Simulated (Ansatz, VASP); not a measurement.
## Y3LuO2 in VASP and in Ansatz

INCAR

```
PREC = Accurate
ENCUT = 600
EDIFF = 1E-7
ISMEAR = 0
SIGMA = 0.1
LREAL = F
LASPH = T
NELM = 100
ALGO = Normal
ISIF = 3
LWAVE = F
LCHARG = F
GGA = PE
IBRION = 2
NSW = 90
EDIFFG = -0.04
```

KPOINTS

```
Automatic mesh
0
Gamma
  6 6 4
```

Contents of POSCAR:

```
Y3LuO2
1.0
    5.1540266100      0.0000000000      0.0000000000
   -2.5770133000      4.4635179700      0.0000000000
    0.0000000000      0.0000000000      4.8740038800
Y Lu O
3 1 2
Direct
    0.5000000000      0.0000000000      0.5000000000
    0.0000000000      0.5000000000      0.5000000000
    0.5000000000      0.5000000000      0.5000000000
    0.0000000000      0.0000000000      0.5000000000
    0.0000000000      0.0000000000      0.1207402200
    0.0000000000      0.0000000000      0.8792597800
```

Input for Ansatz:

```yaml
crystal:
  lattice:
    - [5.15402661, 0.0, 0.0]
    - [-2.5770133, 4.46351797, 0.0]
    - [0.0, 0.0, 4.87400388]
  atoms:
    - { symbol: "Y", position: [0.5, 0.0, 0.5] }
    - { symbol: "Y", position: [0.0, 0.5, 0.5] }
    - { symbol: "Y", position: [0.5, 0.5, 0.5] }
    - { symbol: Lu, position: [0.0, 0.0, 0.5] }
    - { symbol: O, position: [0.0, 0.0, 0.12074022] }
    - { symbol: O, position: [0.0, 0.0, 0.87925978] }
basis:
  ecutwfc: 420
kpoints:
  mp_grid: { grid: [6, 6, 4] }
hamiltonian:
  xc: pbe
scf:
  occupations: { method: gaussian, width: 0.1 }
  lower_state_search: "off"
output:
  forces: true
  stress: true
  eigenvalues: true
relax:
  adjacent_minimum: "off"
  f_tol: 0.04
  max_steps: 70
  cell: { stress_tol: 0.4 }
```

Alike in both runs: task relaxation of cell and atoms; functional PBE; k mesh 6 × 6 × 4; occupations gaussian, width 0.1 eV; no spin polarisation.

|  | VASP | Ansatz |
| --- | --- | --- |
| version | VASP 6.6.1 | Ansatz 0.2.0 |
| potentials or method | VASP PAW PBE potentials, release 64 (Y_sv, Lu, O), cutoff 600 eV | scalar-relativistic, plane waves, PAW |
| valence electrons in the cell | 70 | 70 |

```tsv
	VASP	Ansatz	Ansatz less VASP
gap on the k mesh at the Fermi level, each at its own relaxed structure (eV)	none	none	-
relaxed volume (Å³/atom)	36.98	36.79	-0.191
relaxed length of the cell vector where the two differ most in proportion (Å)	5.897	5.334	-0.5629
```

A gap of «none» marks a metal or a gap that the smearing closes. One of these differences is far larger than is usual between the two programs; its cause wasn't traced.

Spin-orbit coupling is off throughout. Noted on VASP's run: the standard files for N, O and F lose accuracy on very short bonds; the volume moved by over 15 % at a fixed basis, so the end points are rough.
